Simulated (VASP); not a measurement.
## AlGa3N4: single point with PBEsol

AlGa3N4:

```
Al Ga N
1.0
     5.06106    0.00000   -0.00010
     0.00000    3.11590    0.00000
    -0.00376    0.00000    5.39239
Al Ga N
1 3 4
Cartesian
  0.0017 1.5579 3.5992
  2.5245 1.5579 1.8066
  2.5220 0.0000 4.4832
  5.0594 0.0000 0.8956
  0.6038 1.5579 1.8340
  0.5921 0.0000 4.4560
  3.1390 0.0000 0.8959
  3.1934 1.5579 3.5987
```

```json
{
  "Program": "VASP 6.6.1",
  "Task": "single point",
  "Functional": "PBEsol",
  "Potentials or basis": "VASP PAW PBE potentials, release 64 (Al, Ga_d, N)",
  "Cutoff": "520 eV",
  "k mesh": "6 × 8 × 6",
  "Occupations": "gaussian, width 0.02 eV",
  "Spin": "no spin polarisation",
  "Dipole correction": "no",
  "Further INCAR settings": "ALGO = Normal; EDIFF = 1e-06; NBANDS = 41"
}
```

```yaml
Pressure: 9.9 GPa
Largest_force: 0.015 eV/Å
Band_gap_on_the_k_mesh: 2.71 eV
```

Forces on the atoms (eV/Å):
```
Al  -0.001  0.000  0.004
Ga   0.001  0.000  0.000
Ga  -0.002  0.000  0.001
Ga  -0.004  0.000 -0.001
N    0.007  0.000 -0.014
N    0.010  0.000  0.009
N    0.001  0.000 -0.001
N   -0.012  0.000  0.002
```

Levels at points of the mesh, in eV from the valence-band top:
```csv
k point,band 28,band 29,band 30,band 31,band 32,band 33,band 34,band 35
"(0.00, 0.00, 0.00)",-0.91,-0.10,-0.03,0.00,2.71,4.93,5.31,5.86
"(0.50, 0.00, 0.00)",-0.78,-0.72,-0.37,-0.37,4.55,4.69,4.89,5.27
"(0.00, 0.50, 0.00)",-2.22,-2.17,-1.94,-1.90,5.58,5.61,7.27,7.36
"(0.50, 0.50, 0.00)",-1.79,-1.56,-1.51,-1.50,5.91,6.07,6.17,6.40
"(0.00, 0.00, 0.50)",-0.83,-0.65,-0.62,-0.35,4.87,5.01,6.41,6.68
"(0.50, 0.00, 0.50)",-1.67,-1.25,-1.20,-1.15,5.52,5.60,5.69,6.00
"(0.00, 0.50, 0.50)",-2.37,-2.28,-1.04,-0.91,4.96,5.27,5.75,5.93
"(0.50, 0.50, 0.50)",-1.86,-1.84,-1.74,-1.72,4.46,4.53,4.63,5.00
```

Run time: 4.6 min on 1 thread of Intel(R) Xeon(R) Platinum 8124M CPU @ 3.00GHz (Skylake/Cascade Lake), on a shared host, peak memory 0.38 GiB.

Caveat: the cell stands under pressure; the PAW data sets were made with another functional, which shifts forces and pressure a little. A k mesh can miss the band edges.
